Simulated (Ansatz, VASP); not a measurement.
# SrO in VASP and in Ansatz

```xyz
2
Lattice="3.1278 0.0249 0.0249 0.0249 3.1278 0.0249 0.0249 0.0249 3.1278" Properties=species:S:1:pos:R:3 pbc="T T T"
Sr    0.0000    0.0000    0.0000
O     1.5888    1.5888    1.5888
```

Change from the starting cell: shear_111 strain +2.4%.

Alike in both runs: task single point; functional HSE06; k mesh 6 × 6 × 6; no spin polarisation.

```csv
,VASP,Ansatz
version,VASP 6.6.1,Ansatz 0.2.0
potentials or method,"VASP PAW PBE potentials, release 64 (Sr_sv, O)","plane waves, PAW"
plane-wave cutoff (eV),520,420
occupations,"gaussian, width 0.01 eV",fixed
valence electrons in the cell,16,16
```

|  | VASP | Ansatz | Ansatz less VASP |
| --- | --- | --- | --- |
| gap on the k mesh at the Fermi level (eV) | 4.26 | 4.32 | +0.058 |
| pressure (GPa) | -1.7 | -2.4 | -0.69 |
| traceless stress, the component that is largest in VASP (GPa) | 0.10 | 0.12 | +0.024 |

Ansatz's warnings: stress exchange threshold loose, stress scf threshold loose.
